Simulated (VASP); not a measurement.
La2O3, 5 atoms in the cell. Symmetry: P-62m, No. 189, hexagonal system. Conventional cell: a = 6.267 Å, b = 6.267 Å, c = 3.300 Å, α = 90.00°, β = 90.00°, γ = 120.00°. Within 3.3 Å of La (site symmetry -6) lie 6 O at 2.45 Å and 2 La at 3.30 Å. O (site symmetry m2m) has 4 La at 2.45 Å and 6 O at 3.13 to 3.30 Å within 3.3 Å. 

```yaml
Program: VASP 6.6.1
Task: relaxation of cell and atoms
Functional: PBEsol
Potentials_or_basis: VASP PAW PBE potentials, release 64 (La, O)
Cutoff: 600 eV
k_mesh: 4 × 4 × 6
Occupations: fermi-dirac, width 0.05 eV
Spin: no spin polarisation
Target_pressure: 10 GPa
Dipole_correction: no
Further_INCAR_settings: ALGO = Normal; EDIFF = 1e-06; IBRION = 2; EDIFFG = -0.01; NSW = 60; ISIF = 3
```

Potentials or basis: VASP PAW PBE potentials, release 64 (La, O).

Run with:

```bash
$ cat potpaw_PBE.64/La/POTCAR potpaw_PBE.64/O/POTCAR > POTCAR
$ mpirun -np 1 vasp_std > vasp.out
```

Hardware: 1 thread of Intel(R) Xeon(R) 6975P-C (Granite Rapids), on a shared host.

Question: How long does it take, and how much memory?

Answer: Wall time 4.8 min on 1 thread of Intel(R) Xeon(R) 6975P-C (Granite Rapids) (shared host), peak memory 0.32 GiB. Counts: scf iterations 90, k points 16, ion steps 9.
